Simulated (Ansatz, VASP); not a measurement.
## One calculation of MgS, two programs

The input POSCAR:

```
MgS
1.0
    0.0000000000      2.8308768389      2.8308768389
    2.8308768389      0.0000000000      2.8308768389
    2.8308768389      2.8308768389      0.0000000000
Mg S
1 1
Direct
    0.0000000000      0.0000000000      0.0000000000
    0.2500000000      0.2500000000      0.2500000000
```

The input INCAR.step1:

```
SYSTEM = MgS
ALGO = Normal
EDIFF = 1E-5
ENCUT = 520
GGA = PE
ISIF = 2
ISMEAR = 0
LASPH = .True.
LREAL = .False.
LWAVE = .True.
NBANDS = 11
NELM = 100
PREC = Accurate
SIGMA = 0.01
```

INCAR.step2

```
SYSTEM = MgS
ALGO = Normal
EDIFF = 1E-7
ENCUT = 520
GGA = PE
HFSCREEN = 0.2079
ISIF = 2
ISMEAR = 0
ISTART = 1
LASPH = .True.
LCHARG = .True.
LELF = .True.
LHFCALC = .True.
LREAL = .False.
LVHAR = .True.
LWAVE = .False.
NBANDS = 11
NELM = 100
PREC = Accurate
PRECFOCK = Normal
SIGMA = 0.01
```

File KPOINTS:

```
k-points
0
Gamma
  4 4 4
  0 0 0
```

Input for Ansatz:

```yaml
crystal:
  lattice:
    - [0.0, 2.8308768389, 2.8308768389]
    - [2.8308768389, 0.0, 2.8308768389]
    - [2.8308768389, 2.8308768389, 0.0]
  atoms:
    - { symbol: Mg, position: [0.0, 0.0, 0.0] }
    - { symbol: S, position: [0.25, 0.25, 0.25] }
kpoints:
  mp_grid: { grid: [4, 4, 4] }
hamiltonian:
  xc: hse06
scf:
  occupations: { method: fixed }
  n_extra_bands: 4
output:
  forces: true
  stress: true
  eigenvalues: true
  write_density: true
  write_potential: true
  elf: true
  volumetric_format: npy
```

Alike in both runs: task single point; functional HSE06; k mesh 4 × 4 × 4; no spin polarisation.

|  | VASP | Ansatz |
| --- | --- | --- |
| version | VASP 6.6.1 | Ansatz 0.2.0 |
| potentials or method | VASP PAW PBE potentials, release 64 (Mg, S) | plane waves, PAW |
| plane-wave cutoff (eV) | 520 | 420 |
| occupations | gaussian, width 0.01 eV | fixed |
| valence electrons in the cell | 8 | 16 |

```csv
,VASP,Ansatz,Ansatz less VASP
gap on the k mesh at the Fermi level (eV),4.52,4.53,+0.016
pressure (GPa),-0.1,0.1,+0.17
```

VASP's potentials hold 8 valence electrons a cell and Ansatz's 16, so a difference there can come from the potentials and not from the codes. Ansatz's warnings: stress exchange threshold loose, stress scf threshold loose.

The k mesh is coarse, so the values compare programs but aren't converged.
